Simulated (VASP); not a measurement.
A run of VASP 6.6.1:

File INCAR:

```
ALGO = Normal
EDIFF = 1E-8
ENCUT = 600
GGA = PS
GGA_COMPAT = F
IBRION = 8
ISIF = 2
ISMEAR = 0
LASPH = T
LCHARG = T
LEPSILON = T
LREAL = F
LWAVE = F
NELM = 120
NSW = 1
PREC = Accurate
SIGMA = 0.01
```

Contents of KPOINTS:

```
k-points
0
Gamma
  10 10 10
```

Contents of POSCAR:

```
BaF2
1.0
    0.0000000000      3.0681251004      3.0681251004
    3.0681251004      0.0000000000      3.0681251004
    3.0681251004      3.0681251004      0.0000000000
Ba F
1 2
Direct
    0.0000000000      0.0000000000      0.0000000000
    0.2500000000      0.2500000000      0.2500000000
    0.7500000000      0.7500000000      0.7500000000
```

Potentials or basis: VASP PAW PBE potentials, release 64 (Ba_sv, F).

Command:

```sh
$ cat potpaw_PBE.64/Ba_sv/POTCAR potpaw_PBE.64/F/POTCAR > POTCAR
$ mpirun -np 1 vasp_std > vasp.out
```

Hardware: 1 thread of Intel(R) Xeon(R) Platinum 8488C (Sapphire Rapids), on a shared host.

Estimate the wall time of this run.

Run time: 11 min on 1 thread of Intel(R) Xeon(R) Platinum 8488C (Sapphire Rapids), with other jobs on the host, peak memory 0.66 GiB. Counts: scf iterations 158, k points 47.
